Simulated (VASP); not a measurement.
# BeS (F-43m) in VASP: settings compared

BeS is run at these levels: PBE, r2SCAN; tasks: single point.

All numbers are computed with VASP 6.6.1; they aren't measurements. Logs are shortened: lines on timing, memory, paths and dates and some standing lists are left out, and cuts for length are marked.

### Step 1. The cell of the first run

Symmetry: F-43m, No. 216, cubic system. The conventional cell has a = 4.869 Å, b = 4.869 Å, c = 4.869 Å, α = 90.00°, β = 90.00°, γ = 90.00°. Within 2.8 Å of Be (site symmetry -43m) lie 4 S at 2.11 Å. Within 2.8 Å of S (site symmetry -43m) lie 4 Be at 2.11 Å.

### Step 2. Single point, PBE

INCAR

```
SYSTEM = BeS
PREC = Accurate
ENCUT = 520
EDIFF = 1E-6
ISMEAR = 0
SIGMA = 0.01
LREAL = .FALSE.
LASPH = .TRUE.
NELM = 100
ALGO = Normal
ISIF = 2
LWAVE = .FALSE.
LCHARG = .FALSE.
GGA = PE
NBANDS = 11
```

KPOINTS

```
regular mesh
0
G
  8 8 8
  0 0 0
```

POSCAR

```
BeS
1.0
    0.0000000000      2.4343062304      2.4343062304
    2.4343062304      0.0000000000      2.4343062304
    2.4343062304      2.4343062304      0.0000000000
Be S
1 1
Direct
    0.0000000000      0.0000000000      0.0000000000
    0.2500000000      0.2500000000      0.2500000000
```

Potentials or basis: VASP PAW PBE potentials, release 64 (Be, S).

Launch:

```sh
> cat potpaw_PBE.64/Be/POTCAR potpaw_PBE.64/S/POTCAR > POTCAR
> mpirun -np 1 vasp_std > vasp.out
```

OUTCAR:

```text
SYSTEM = BeS
   PREC = Accurate
   ENCUT = 520
   EDIFF = 1E-6
   ISMEAR = 0
   LREAL = .FALSE.
   LASPH = .TRUE.
   NELM = 100
   ISIF = 2
   GGA = PE

 ion  position               nearest neighbor table
   1  0.000  0.000  0.000-   2 2.11   2 2.11   2 2.11   2 2.11
   2  0.250  0.250  0.250-   1 2.11   1 2.11   1 2.11   1 2.11

  LATTYP: Found a face centered cubic cell.
 ALAT       =     4.8686124608

  Lattice vectors:

 A1 = (   0.0000000000,   2.4343062304,   2.4343062304)
 A2 = (   2.4343062304,   0.0000000000,   2.4343062304)
 A3 = (   2.4343062304,   2.4343062304,   0.0000000000)

Analysis of symmetry for initial positions (statically):
=====================================================================
 Subroutine PRICEL returns:
 Original cell was already a primitive cell.

 Routine SETGRP: Setting up the symmetry group for a
 face centered cubic supercell.

 Subroutine GETGRP returns: Found 24 space group operations
 (whereof 24 operations were pure point group operations)
 out of a pool of 48 trial point group operations.

The static configuration has the point symmetry T_d .

Analysis of symmetry for dynamics (positions and initial velocities):
=====================================================================
 Subroutine PRICEL returns:
 Original cell was already a primitive cell.

 Routine SETGRP: Setting up the symmetry group for a
 face centered cubic supercell.

 Subroutine GETGRP returns: Found 24 space group operations
 (whereof 24 operations were pure point group operations)
 out of a pool of 48 trial point group operations.

The dynamic configuration has the point symmetry T_d .

 Subroutine INISYM returns: Found 24 space group operations
 (whereof 24 operations are pure point group operations),
 and found     1 'primitive' translations

----------------------------------------------------------------------------------------

                                     Primitive cell

  volume of cell :      28.8507

  direct lattice vectors                    reciprocal lattice vectors
     0.000000000  2.434306230  2.434306230    -0.205397330  0.205397330  0.205397330
     2.434306230  0.000000000  2.434306230     0.205397330 -0.205397330  0.205397330
     2.434306230  2.434306230  0.000000000     0.205397330  0.205397330 -0.205397330

  length of vectors
     3.442628886  3.442628886  3.442628886     0.355758611  0.355758611  0.355758611

  position of ions in fractional coordinates (direct lattice)
     0.000000000  0.000000000  0.000000000
     0.250000000  0.250000000  0.250000000

  ion indices of the primitive-cell ions
   primitive index   ion index
                 1           1
                 2           2

----------------------------------------------------------------------------------------

 KPOINTS: regular mesh

Automatic generation of k-mesh.
 Grid dimensions read from file:
 generate k-points for:    8    8    8

 Generating k-lattice:

  Cartesian coordinates                     Fractional coordinates (reciprocal lattice)
    -0.025674666  0.025674666  0.025674666     0.125000000  0.000000000  0.000000000
     0.025674666 -0.025674666  0.025674666     0.000000000  0.125000000  0.000000000
     0.025674666  0.025674666 -0.025674666     0.000000000  0.000000000  0.125000000

  Length of vectors
     0.044469826  0.044469826  0.044469826

  Shift w.r.t. Gamma in fractional coordinates (k-lattice)
     0.000000000  0.000000000  0.000000000

 Subroutine IBZKPT returns following result:
 ===========================================

 Found     29 irreducible k-points:

 Following reciprocal coordinates:
            Coordinates               Weight
  0.000000  0.000000  0.000000      1.000000
  0.125000  0.000000  0.000000      8.000000
  0.250000  0.000000  0.000000      8.000000
  0.375000  0.000000  0.000000      8.000000
  0.500000  0.000000  0.000000      4.000000
  0.125000  0.125000  0.000000      6.000000
[... 16 lines left out ...]
  0.500000  0.250000  0.125000     48.000000
 -0.375000  0.250000  0.125000     24.000000
 [... further k-points ...]
   k-points           NKPTS =     29   k-points in BZ     NKDIM =     29   number of bands    NBANDS=     11
   number of dos      NEDOS =    301   number of ions     NIONS =      2
   total plane-waves  NPLWV =  21952
   dimension x,y,z NGX =    28 NGY =   28 NGZ =   28
   dimension x,y,z NGXF=    56 NGYF=   56 NGZF=   56
   ions per type =               1   1
   NGX,Y,Z   is equivalent  to a cutoff of  13.52, 13.52, 13.52 a.u.
   NGXF,Y,Z  is equivalent  to a cutoff of  27.04, 27.04, 27.04 a.u.
 SYSTEM =  BeS
   PREC   = accura    normal or accurate (medium, high low for compatibility)
   ISTART =      0    job   : 0-new  1-cont  2-samecut
   ICHARG =      2    charge: 1-file 2-atom 10-const
   ISPIN  =      1    spin polarized calculation?
   LNONCOLLINEAR =      F non collinear calculations
   LSORBIT =      F    spin-orbit coupling
   LASPH  =      T    aspherical Exc in radial PAW
   ENCUT  =  520.0 eV  38.22 Ry    6.18 a.u.   6.40  6.40  6.40*2*pi/ulx,y,z
   NELM   =    100;   NELMIN=  2; NELMDL= -5     # of ELM steps
   EDIFF  = 0.1E-05   stopping-criterion for ELM
   LREAL  =      F    real-space projection
   EDIFFG = 0.1E-04   stopping-criterion for IOM
   NSW    =      0    number of steps for IOM
   IBRION =     -1    ionic relax: 0-MD 1-quasi-New 2-CG
   NFREE  =      0    steps in history (QN), initial steepest desc. (CG)
   ISIF   =      2    stress and relaxation
   ISYM   =      2    0-nonsym 1-usesym 2-fastsym
   POTIM  = 0.5000    time-step for ionic-motion
   TEBEG  =    0.0;   TEEND  =   0.0 temperature during run
   PSTRESS=    0.0 pullay stress
   NELECT =       8.0000    total number of electrons
   NUPDOWN=      -1.0000    fix difference up-down
   EMIN   =  10.00;   EMAX   =-10.00  energy-range for DOS
   EFERMI =   0.00;   METHOD = LEGACY
   ISMEAR =     0;   SIGMA  =   0.01  broadening in eV -4-tet -1-fermi 0-gaus
   EFERMI_NEDOS =   21; number of points for ismear=-14 and -15
   IALGO  =     38    algorithm
   IMIX   =      4    mixing-type and parameters
     AMIX     =   0.40;   BMIX     =  1.00
     AMIX_MAG =   1.60;   BMIX_MAG =  1.00
  volume/ion in A,a.u.               =      14.43        97.35
  Fermi-wavevector in a.u.,A,eV,Ry     =   1.067545  2.017368 15.505918  1.139653
  Thomas-Fermi vector in A             =   2.203165
   LORBIT       =      0    0 simple, 1 ext, 2 COOP (PROOUT), +10 PAW based schemes
   GGA     = PE    functional components
   LHFCALC =     F    Hartree Fock is set to
   AEXX    =    0.0000 exact exchange contribution
   IVDW    =     0    specifies the selected vdW correction
   LEPSILON=     F    determine dielectric tensor
   LRPA    =     F    only Hartree local field effects (RPA)
 non-spin polarized calculation
 Gauss-broadening in eV      SIGMA  =   0.01
  energy-cutoff  :      520.00
  volume of cell :       28.85
 maximum number of plane-waves:       791
 NGX is ok and might be reduce to    28
   NGX = 13   NGY = 13   NGZ = 13

 number of electron       7.9999999 magnetization

 Free energy of the ion-electron system (eV)
  ---------------------------------------------------
  ext. energy  EPLUGINS =         0.00000000
  ---------------------------------------------------
  free energy    TOTEN  =       -10.01312068 eV

  energy without entropy =      -10.01312068  energy(sigma->0) =      -10.01312068

 E-fermi :   4.1343     XC(G=0):  -9.6833

 val. band max:        4.0566851981   @ k =   0.0000   0.0000   0.0000
 cond. band min:       7.1929397419   @ k =   0.5000   0.5000   0.0000
 fundamental gap:      3.1362545439
 Fermi energy:         4.1343353806

 k-point     1 :       0.0000    0.0000    0.0000
  band No.  band energies     occupation
      1      -9.5593      2.00000
      2       4.0567      2.00000
      3       4.0567      2.00000
      4       4.0567      2.00000
      5       9.7310      0.00000
      6       9.7310      0.00000
      7       9.7310      0.00000
      8       9.8455      0.00000
      9      16.8479      0.00000
     10      16.8479      0.00000
     11      18.8399      0.00000

 k-point     2 :       0.1250    0.0000    0.0000
  band No.  band energies     occupation
      1      -9.3847      2.00000
      2       2.8688      2.00000
      3       3.8610      2.00000
      4       3.8610      2.00000
      5       9.6368      0.00000
      6      10.0820      0.00000
      7      10.0820      0.00000
      8      11.1419      0.00000
      9      16.1657      0.00000
     10      16.1657      0.00000
     11      18.7106      0.00000

 k-point     3 :       0.2500    0.0000    0.0000
  band No.  band energies     occupation
      1      -8.9043      2.00000
      2       0.7898      2.00000
      3       3.4698      2.00000
      4       3.4698      2.00000
      5       9.5786      0.00000
      6      10.6221      0.00000
      7      10.6221      0.00000
      8      13.2431      0.00000
      9      15.9271      0.00000
     10      15.9271      0.00000
     11      18.2636      0.00000

 k-point     4 :       0.3750    0.0000    0.0000
  band No.  band energies     occupation
      1      -8.2960      2.00000
      2      -0.9466      2.00000
      3       3.1537      2.00000
      4       3.1537      2.00000
      5       9.5198      0.00000
      6      10.6937      0.00000
      7      10.6937      0.00000
      8      14.7709      0.00000
      9      17.2628      0.00000
     10      17.2628      0.00000
     11      18.4020      0.00000
[... 239 lines left out ...]
 k-point    22 :       0.3750    0.2500    0.1250
  band No.  band energies     occupation
      1      -8.5123      2.00000
      2       0.5563      2.00000
      3       1.9443      2.00000
      4       2.9542      2.00000
      5       9.5831      0.00000
      6      11.3196      0.00000
      7      11.5441      0.00000
      8      12.5828      0.00000
      9      15.6194      0.00000
     10      18.4199      0.00000
     11      19.9303      0.00000

 k-point    23 :       0.5000    0.2500    0.1250
  band No.  band energies     occupation
      1      -7.9779      2.00000
      2      -0.5850      2.00000
      3       1.4127      2.00000
      4       2.4900      2.00000
      5      10.0539      0.00000
      6      10.8628      0.00000
      7      12.4834      0.00000
      8      13.3099      0.00000
      9      16.6366      0.00000
     10      18.3915      0.00000
     11      20.4474      0.00000

 k-point    24 :      -0.3750    0.2500    0.1250
  band No.  band energies     occupation
      1      -7.7104      2.00000
      2      -1.1291      2.00000
      3       1.3174      2.00000
      4       2.2485      2.00000
      5      10.1614      0.00000
      6      10.6187      0.00000
      7      13.1414      0.00000
      8      14.5228      0.00000
      9      15.4654      0.00000
     10      19.3140      0.00000
     11      19.9466      0.00000

 [... further k-points ...]
[... 5 lines left out ...]
  --------------------------------------------------------------------------------------
  -------------------------------------------------------------------------------------
  Total        0.0807941      0.0807941      0.0807941     -0.0000000      0.0000000     -0.0000000
  in kB        4.4867785      4.4867785      4.4867785     -0.0000000      0.0000000     -0.0000000
  external PRESSURE =       4.4867785 kB  Pullay stress =       0.0000000 kB

 VOLUME and BASIS-vectors are now :
 -----------------------------------------------------------------------------
  energy-cutoff  :      520.00
  volume of cell :       28.85
      direct lattice vectors                 reciprocal lattice vectors
     0.000000000  2.434306230  2.434306230    -0.205397330  0.205397330  0.205397330
     2.434306230  0.000000000  2.434306230     0.205397330 -0.205397330  0.205397330
     2.434306230  2.434306230  0.000000000     0.205397330  0.205397330 -0.205397330

 POSITION                                       TOTAL-FORCE (eV/Angst)
 -----------------------------------------------------------------------------------
      0.00000      0.00000      0.00000         0.000000      0.000000      0.000000
      1.21715      1.21715      1.21715        -0.000000     -0.000000     -0.000000
 -----------------------------------------------------------------------------------
    total drift:                                0.000000      0.000000      0.000000

  FREE ENERGIE OF THE ION-ELECTRON SYSTEM (eV)
  ---------------------------------------------------
  free  energy   TOTEN  =       -10.0131206800 eV

  energy  without entropy=      -10.0131206800  energy(sigma->0) =      -10.01312068
```

Run time: 6.8 s. Hardware: 1 thread of AMD EPYC 9R45 (Zen 5), shared host; peak memory 0.12 GiB.

What came out:

```yaml
Free_energy: -10.0131 eV
Pressure: 0.4 GPa
Band_gap_on_the_k_mesh: 3.14 eV, indirect (least direct gap 5.67 eV)
```

Levels at points of the mesh, in eV from the valence-band top:
| k point | band 2 | band 3 | band 4 | band 5 | band 6 | band 7 |
| --- | --- | --- | --- | --- | --- | --- |
| (0.00, 0.00, 0.00) | 0.00 | 0.00 | 0.00 | 5.67 | 5.67 | 5.67 |
| (0.50, 0.00, 0.00) | -5.71 | -1.02 | -1.02 | 5.44 | 6.56 | 6.56 |
| (0.50, 0.50, 0.00) | -4.96 | -2.60 | -2.60 | 3.14 | 4.93 | 12.69 |

[end of part 1 of 2]
